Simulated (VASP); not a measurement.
# In (I4/mmm) in VASP: a series of runs

In is run at these levels: r2SCAN; tasks: single point.

All numbers are computed with VASP 6.6.1; they aren't measurements. Logs are shortened: lines on timing, memory, paths and dates and some standing lists are left out, and cuts for length are marked.

### Step 1. The cell of the first run

Symmetry: I4/mmm, No. 139, tetragonal system. Conventional cell: a = 3.151 Å, b = 3.151 Å, c = 5.272 Å, α = 90.00°, β = 90.00°, γ = 90.00°. Within 4.1 Å of In (site symmetry 4/mmm) lie 12 In at 3.15 to 3.45 Å.

### Step 2. Single point, r2SCAN

The input, POSCAR:

```
In
1.0
   -1.5752991612      1.5752991612      2.6362466536
    1.5752991612     -1.5752991612      2.6362466536
    1.5752991612      1.5752991612     -2.6362466536
In
1
Direct
    0.0000000000      0.0000000000      0.0000000000
```

The input, INCAR.step1:

```
SYSTEM = In
ALGO = Normal
EDIFF = 1E-4
ENCUT = 520
GGA = PE
ISMEAR = 0
LASPH = .TRUE.
LCHARG = .FALSE.
LREAL = .FALSE.
LWAVE = .TRUE.
NBANDS = 12
NELM = 80
PREC = Accurate
SIGMA = 0.15
```

The input, INCAR.step2:

```
SYSTEM = In
ALGO = Normal
EDIFF = 1E-6
ENCUT = 520
ISIF = 2
ISMEAR = 0
ISTART = 1
LASPH = .TRUE.
LCHARG = .TRUE.
LELF = .TRUE.
LMIXTAU = .TRUE.
LREAL = .FALSE.
LVHAR = .TRUE.
LWAVE = .FALSE.
METAGGA = R2SCAN
NBANDS = 12
NELM = 80
PREC = Accurate
SIGMA = 0.15
```

The input, KPOINTS:

```
k-points
0
G
  22 22 22
  0 0 0
```

Potentials or basis: VASP PAW PBE potentials, release 64 (In_d).

Launch:

```console
$ cat potpaw_PBE.64/In_d/POTCAR > POTCAR
$ cp INCAR.step1 INCAR
$ mpirun -np 1 vasp_std > vasp.out
$ cp INCAR.step2 INCAR
$ mpirun -np 1 vasp_std > vasp.out
```

OUTCAR:

```text
SYSTEM = In
   EDIFF = 1E-6
   ENCUT = 520
   ISIF = 2
   ISMEAR = 0
   ISTART = 1
   LASPH = .TRUE.
   LREAL = .FALSE.
   METAGGA = R2SCAN
   NELM = 80
   PREC = Accurate

 ion  position               nearest neighbor table
   1  0.000  0.000  0.000-

  LATTYP: Found a body centered tetragonal cell.
 ALAT       =     3.1505983224
 C/A-ratio  =     1.6734895305

  Lattice vectors:

 A1 = (  -1.5752991612,   1.5752991612,   2.6362466536)
 A2 = (   1.5752991612,  -1.5752991612,   2.6362466536)
 A3 = (   1.5752991612,   1.5752991612,  -2.6362466536)

Analysis of symmetry for initial positions (statically):
=====================================================================
 Subroutine PRICEL returns:
 Original cell was already a primitive cell.

 Routine SETGRP: Setting up the symmetry group for a
 body centered tetragonal supercell.

 Subroutine GETGRP returns: Found 16 space group operations
 (whereof 16 operations were pure point group operations)
 out of a pool of 16 trial point group operations.

The static configuration has the point symmetry D_4h.

Analysis of symmetry for dynamics (positions and initial velocities):
=====================================================================
 Subroutine PRICEL returns:
 Original cell was already a primitive cell.

 Routine SETGRP: Setting up the symmetry group for a
 body centered tetragonal supercell.

 Subroutine GETGRP returns: Found 16 space group operations
 (whereof 16 operations were pure point group operations)
 out of a pool of 16 trial point group operations.

The dynamic configuration has the point symmetry D_4h.

 Subroutine INISYM returns: Found 16 space group operations
 (whereof 16 operations are pure point group operations),
 and found     1 'primitive' translations

----------------------------------------------------------------------------------------

                                     Primitive cell

  volume of cell :      26.1681

  direct lattice vectors                    reciprocal lattice vectors
    -1.575299161  1.575299161  2.636246654     0.000000000  0.317400029  0.189663588
     1.575299161 -1.575299161  2.636246654     0.317400029  0.000000000  0.189663588
     1.575299161  1.575299161 -2.636246654     0.317400029  0.317400029  0.000000000

  length of vectors
     3.451511453  3.451511453  3.451511453     0.369749990  0.369749990  0.448871426

  position of ions in fractional coordinates (direct lattice)
     0.000000000  0.000000000  0.000000000

  ion indices of the primitive-cell ions
   primitive index   ion index
                 1           1

----------------------------------------------------------------------------------------

 KPOINTS: k-points

Automatic generation of k-mesh.
 Grid dimensions read from file:
 generate k-points for:   22   22   22

 Generating k-lattice:

  Cartesian coordinates                     Fractional coordinates (reciprocal lattice)
     0.000000000  0.014427274  0.008621072     0.045454545  0.000000000  0.000000000
     0.014427274  0.000000000  0.008621072     0.000000000  0.045454545  0.000000000
     0.014427274  0.014427274  0.000000000     0.000000000  0.000000000  0.045454545

  Length of vectors
     0.016806818  0.016806818  0.020403247

  Shift w.r.t. Gamma in fractional coordinates (k-lattice)
     0.000000000  0.000000000  0.000000000

 Subroutine IBZKPT returns following result:
 ===========================================

 Found    834 irreducible k-points:

 Following reciprocal coordinates:
            Coordinates               Weight
  0.000000  0.000000  0.000000      1.000000
  0.045455 -0.000000  0.000000      8.000000
  0.090909 -0.000000  0.000000      8.000000
  0.136364 -0.000000  0.000000      8.000000
  0.181818 -0.000000  0.000000      8.000000
  0.227273 -0.000000  0.000000      8.000000
[... 16 lines left out ...]
  0.500000  0.045455  0.000000     16.000000
 -0.454545  0.045455  0.000000     16.000000
 [... further k-points ...]
   k-points           NKPTS =    834   k-points in BZ     NKDIM =    834   number of bands    NBANDS=     12
   number of dos      NEDOS =    301   number of ions     NIONS =      1
   total plane-waves  NPLWV =  21952
   dimension x,y,z NGX =    28 NGY =   28 NGZ =   28
   dimension x,y,z NGXF=    56 NGYF=   56 NGZF=   56
   ions per type =               1
   NGX,Y,Z   is equivalent  to a cutoff of  13.49, 13.49, 13.49 a.u.
   NGXF,Y,Z  is equivalent  to a cutoff of  26.97, 26.97, 26.97 a.u.
 SYSTEM =  In
   PREC   = accura    normal or accurate (medium, high low for compatibility)
   ISTART =      1    job   : 0-new  1-cont  2-samecut
   ICHARG =      0    charge: 1-file 2-atom 10-const
   ISPIN  =      1    spin polarized calculation?
   LNONCOLLINEAR =      F non collinear calculations
   LSORBIT =      F    spin-orbit coupling
   LASPH  =      T    aspherical Exc in radial PAW
   ENCUT  =  520.0 eV  38.22 Ry    6.18 a.u.   6.42  6.42  6.42*2*pi/ulx,y,z
   NELM   =     80;   NELMIN=  2; NELMDL=  0     # of ELM steps
   EDIFF  = 0.1E-05   stopping-criterion for ELM
   LREAL  =      F    real-space projection
   EDIFFG = 0.1E-04   stopping-criterion for IOM
   NSW    =      0    number of steps for IOM
   IBRION =     -1    ionic relax: 0-MD 1-quasi-New 2-CG
   NFREE  =      0    steps in history (QN), initial steepest desc. (CG)
   ISIF   =      2    stress and relaxation
   ISYM   =      2    0-nonsym 1-usesym 2-fastsym
   POTIM  = 0.5000    time-step for ionic-motion
   TEBEG  =    0.0;   TEEND  =   0.0 temperature during run
   PSTRESS=    0.0 pullay stress
   NELECT =      13.0000    total number of electrons
   NUPDOWN=      -1.0000    fix difference up-down
   EMIN   =  10.00;   EMAX   =-10.00  energy-range for DOS
   EFERMI =   0.00;   METHOD = LEGACY
   ISMEAR =     0;   SIGMA  =   0.15  broadening in eV -4-tet -1-fermi 0-gaus
   EFERMI_NEDOS =   21; number of points for ismear=-14 and -15
   IALGO  =     38    algorithm
   IMIX   =      4    mixing-type and parameters
     AMIX     =   0.40;   BMIX     =  1.00
     AMIX_MAG =   1.60;   BMIX_MAG =  1.00
  volume/ion in A,a.u.               =      26.17       176.59
  Fermi-wavevector in a.u.,A,eV,Ry     =   1.296578  2.450177 22.872944  1.681114
  Thomas-Fermi vector in A             =   2.428025
   LORBIT       =      0    0 simple, 1 ext, 2 COOP (PROOUT), +10 PAW based schemes
   METAGGA = R2SCAN    functional components
   LHFCALC =     F    Hartree Fock is set to
   AEXX    =    0.0000 exact exchange contribution
   IVDW    =     0    specifies the selected vdW correction
   LEPSILON=     F    determine dielectric tensor
   LRPA    =     F    only Hartree local field effects (RPA)
 non-spin polarized calculation
 Gauss-broadening in eV      SIGMA  =   0.15
  energy-cutoff  :      520.00
  volume of cell :       26.17
 maximum number of plane-waves:       729
 NGX is ok and might be reduce to    28

 number of electron      13.0000004 magnetization

 Free energy of the ion-electron system (eV)
  ---------------------------------------------------
  ext. energy  EPLUGINS =         0.00000000
  ---------------------------------------------------
  free energy    TOTEN  =       -22.57315201 eV

  energy without entropy =      -22.56842728  energy(sigma->0) =      -22.57078965

 E-fermi :   7.4461     XC(G=0): -11.0653

 val. band max:        7.4454673761   @ k =  -0.4545  -0.4545   0.1818
 cond. band min:       7.4463169427   @ k =  -0.1818   0.3182   0.1364
 fundamental gap:      0.0008495667
 Fermi energy:         7.4461414571

 k-point     1 :       0.0000    0.0000    0.0000
  band No.  band energies     occupation
      1      -7.9456      2.00000
      2      -7.7286      2.00000
      3      -7.6669      2.00000
      4      -7.6669      2.00000
      5      -7.4577      2.00000
      6      -2.5518      2.00000
      7      18.6691      0.00000
      8      18.6691      0.00000
      9      18.7049      0.00000
     10      19.9316      0.00000
     11      21.4113      0.00000
     12      21.9979      0.00000

 k-point     2 :       0.0455   -0.0000    0.0000
  band No.  band energies     occupation
      1      -7.9401      2.00000
      2      -7.7267      2.00000
      3      -7.6686      2.00000
      4      -7.6639      2.00000
      5      -7.4603      2.00000
      6      -2.5038      2.00000
      7      18.0343      0.00000
      8      18.4934      0.00000
      9      18.6364      0.00000
     10      19.7576      0.00000
     11      21.1280      0.00000
     12      22.3070      0.00000

 k-point     3 :       0.0909   -0.0000    0.0000
  band No.  band energies     occupation
      1      -7.9251      2.00000
      2      -7.7220      2.00000
      3      -7.6718      2.00000
      4      -7.6556      2.00000
      5      -7.4678      2.00000
      6      -2.3591      2.00000
      7      16.6020      0.00000
      8      17.9813      0.00000
      9      18.5515      0.00000
     10      19.6122      0.00000
     11      20.6802      0.00000
     12      22.8929      0.00000

 k-point     4 :       0.1364   -0.0000    0.0000
  band No.  band energies     occupation
      1      -7.9051      2.00000
      2      -7.7203      2.00000
      3      -7.6681      2.00000
      4      -7.6431      2.00000
      5      -7.4787      2.00000
      6      -2.1163      2.00000
      7      14.9691      0.00000
      8      17.3396      0.00000
      9      18.4439      0.00000
     10      19.4672      0.00000
     11      20.3062      0.00000
     12      23.4490      0.00000

 k-point     5 :       0.1818   -0.0000    0.0000
  band No.  band energies     occupation
      1      -7.8860      2.00000
      2      -7.7301      2.00000
      3      -7.6454      2.00000
      4      -7.6293      2.00000
      5      -7.4905      2.00000
      6      -1.7738      2.00000
      7      13.3176      0.00000
      8      16.6777      0.00000
      9      18.3416      0.00000
     10      19.2286      0.00000
     11      20.1003      0.00000
     12      24.0793      0.00000
[... 228 lines left out ...]
      1      -7.8549      2.00000
      2      -7.8285      2.00000
      3      -7.6450      2.00000
      4      -7.4652      2.00000
      5      -7.4108      2.00000
      6       1.7343      2.00000
      7       5.6585      2.00000
      8      14.1698      0.00000
      9      17.4863      0.00000
     10      18.2230      0.00000
     11      19.8331      0.00000
     12      22.6537      0.00000

 k-point    22 :       0.4545    0.0455   -0.0000
  band No.  band energies     occupation
      1      -7.8557      2.00000
      2      -7.8366      2.00000
      3      -7.6517      2.00000
      4      -7.4602      2.00000
      5      -7.3870      2.00000
      6       2.6573      2.00000
      7       4.5007      2.00000
      8      14.0131      0.00000
      9      17.6436      0.00000
     10      18.1826      0.00000
     11      19.6583      0.00000
     12      22.7188      0.00000

 k-point    23 :       0.5000    0.0455    0.0000
  band No.  band energies     occupation
      1      -7.8555      2.00000
      2      -7.8384      2.00000
      3      -7.6537      2.00000
      4      -7.4611      2.00000
      5      -7.3796      2.00000
      6       3.0392      2.00000
      7       4.0729      2.00000
      8      13.9683      0.00000
      9      17.7978      0.00000
     10      18.1895      0.00000
     11      19.5718      0.00000
     12      22.8701      0.00000

 k-point    24 :      -0.4545    0.0455    0.0000
  band No.  band energies     occupation
      1      -7.8528      2.00000
      2      -7.8350      2.00000
      3      -7.6507      2.00000
      4      -7.4680      2.00000
      5      -7.3895      2.00000
      6       2.1752      2.00000
      7       5.0802      2.00000
      8      14.0362      0.00000
      9      17.9130      0.00000
     10      18.2337      0.00000
     11      19.6354      0.00000
     12      22.9228      0.00000

 [... further k-points ...]

------------------------ aborting loop because EDIFF is reached ----------------------------------------

  FORCE on cell =-STRESS in cart. coord.  units (eV):
  Direction    XX          YY          ZZ          XY          YZ          ZX
  --------------------------------------------------------------------------------------
  -------------------------------------------------------------------------------------
  Total        0.1049970      0.1049970     -0.0490117      0.0000000      0.0000000      0.0000000
  in kB        6.4285842      6.4285842     -3.0008102      0.0000000      0.0000000      0.0000000
  external PRESSURE =       3.2854527 kB  Pullay stress =       0.0000000 kB

 VOLUME and BASIS-vectors are now :
 -----------------------------------------------------------------------------
  energy-cutoff  :      520.00
  volume of cell :       26.17
      direct lattice vectors                 reciprocal lattice vectors
    -1.575299161  1.575299161  2.636246654     0.000000000  0.317400029  0.189663588
     1.575299161 -1.575299161  2.636246654     0.317400029  0.000000000  0.189663588
     1.575299161  1.575299161 -2.636246654     0.317400029  0.317400029  0.000000000

 POSITION                                       TOTAL-FORCE (eV/Angst)
 -----------------------------------------------------------------------------------
      0.00000      0.00000      0.00000         0.000000      0.000000      0.000000
 -----------------------------------------------------------------------------------
    total drift:                               -0.000000     -0.000000     -0.000000

  FREE ENERGIE OF THE ION-ELECTRON SYSTEM (eV)
  ---------------------------------------------------
  free  energy   TOTEN  =       -22.5731520094 eV

  energy  without entropy=      -22.5684272834  energy(sigma->0) =      -22.57078965
```

Run time: 17 min. Hardware: 1 thread of Intel Xeon Platinum 8375C at 2.90GHz (Ice Lake), shared host; peak memory 0.38 GiB.

What came out:

```
Free energy : -22.5732 eV
Pressure    : 0.3 GPa
```

Levels at points of the mesh, in eV from the Fermi level:
| k point | band 2 | band 3 | band 4 | band 5 | band 6 | band 7 | band 8 | band 9 | band 10 | band 11 |
| --- | --- | --- | --- | --- | --- | --- | --- | --- | --- | --- |
| (0.00, 0.00, 0.00) | -15.17 | -15.11 | -15.11 | -14.90 | -10.00 | 11.22 | 11.22 | 11.26 | 12.49 | 13.97 |
| (0.50, 0.00, 0.00) | -15.29 | -15.10 | -14.90 | -14.82 | -4.36 | -3.51 | 6.65 | 10.51 | 10.86 | 12.63 |
| (0.50, 0.50, 0.00) | -15.35 | -14.93 | -14.89 | -14.69 | -1.77 | -0.87 | 3.06 | 4.30 | 7.21 | 7.43 |
| (0.50, 0.50, 0.50) | -15.35 | -14.85 | -14.85 | -14.84 | -4.06 | -3.32 | 6.03 | 6.03 | 9.33 | 10.07 |

Caveat: the PAW data sets were made with another functional, which shifts forces and pressure a little; spin-orbit coupling is left out, which moves the levels of the heavy elements.

### Step 3. Single point, r2SCAN

This run uses another cell than the first one, of the same volume but with other edges.

The input, POSCAR:

```
In
1.0
   -1.7166732042      1.7166732042      2.2199176722
    1.7166732042     -1.7166732042      2.2199176722
    1.7166732042      1.7166732042     -2.2199176722
In
1
Direct
    0.0000000000      0.0000000000      0.0000000000
```

The input, INCAR.step1:

```
PREC     = Accurate       # precision mode
ENCUT    = 520            # plane-wave cutoff, eV
ISMEAR   = 0              # smearing method
SIGMA    = 0.15           # smearing width, eV
LREAL    = F              # projectors in reciprocal space
LASPH    = T              # aspherical terms in the spheres
NELM     = 80             # most SCF steps
NBANDS   = 12             # bands
GGA      = PE             # functional
ALGO     = Normal         # electronic algorithm
EDIFF    = 1E-4           # SCF threshold, eV
LWAVE    = T              # write WAVECAR
LCHARG   = F              # write CHGCAR
```

The input, INCAR.step2:

```
PREC     = Accurate       # precision mode
ENCUT    = 520            # plane-wave cutoff, eV
EDIFF    = 1E-7           # SCF threshold, eV
ISMEAR   = 0              # smearing method
SIGMA    = 0.15           # smearing width, eV
LREAL    = F              # projectors in reciprocal space
LASPH    = T              # aspherical terms in the spheres
NELM     = 80             # most SCF steps
ALGO     = Normal         # electronic algorithm
ISIF     = 2              # what is computed and relaxed
LWAVE    = F              # write WAVECAR
LCHARG   = T              # write CHGCAR
METAGGA  = R2SCAN         # meta-GGA
LMIXTAU  = T            
LELF     = T              # ELF
LVHAR    = T            
NBANDS   = 12             # bands
ISTART   = 1
```

The input, KPOINTS:

```
Automatic mesh
0
Gamma
  22 22 22
```

Potentials or basis: VASP PAW PBE potentials, release 64 (In_d).

Launch:

```console
$ cat potpaw_PBE.64/In_d/POTCAR > POTCAR
$ cp INCAR.step1 INCAR
$ mpirun -np 1 vasp_std > vasp.out
$ cp INCAR.step2 INCAR
$ mpirun -np 1 vasp_std > vasp.out
```

Run time: 10 min. Hardware: 1 thread of Oxide Virtual Turin-like, shared host; peak memory 0.32 GiB.

The run converged. Its results:

* Free energy: -22.5734 eV
* Pressure: 0.2 GPa

Stress tensor (GPa, compression positive):
```
0.02 0.00 0.00
0.00 0.02 0.00
0.00 0.00 0.52
```

Levels at points of the mesh, in eV from the Fermi level:
```tsv
k point	band 2	band 3	band 4	band 5	band 6	band 7	band 8	band 9	band 10	band 11
(0.00, 0.00, 0.00)	-15.28	-15.16	-15.12	-15.00	-10.04	11.06	11.34	11.34	12.22	14.57
(0.50, 0.00, 0.00)	-15.29	-15.17	-14.92	-14.87	-4.46	-3.58	8.03	9.27	12.27	12.34
(0.50, 0.50, 0.00)	-15.37	-14.91	-14.90	-14.82	-2.74	-2.59	4.46	5.03	8.24	8.55
(0.50, 0.50, 0.50)	-15.38	-14.91	-14.84	-14.84	-1.76	-0.91	3.39	3.39	6.98	7.12
```

Caveat: the PAW data sets were made with another functional, which shifts forces and pressure a little; spin-orbit coupling is left out, which moves the levels of the heavy elements.

(Part 1 of 2 ends here.)
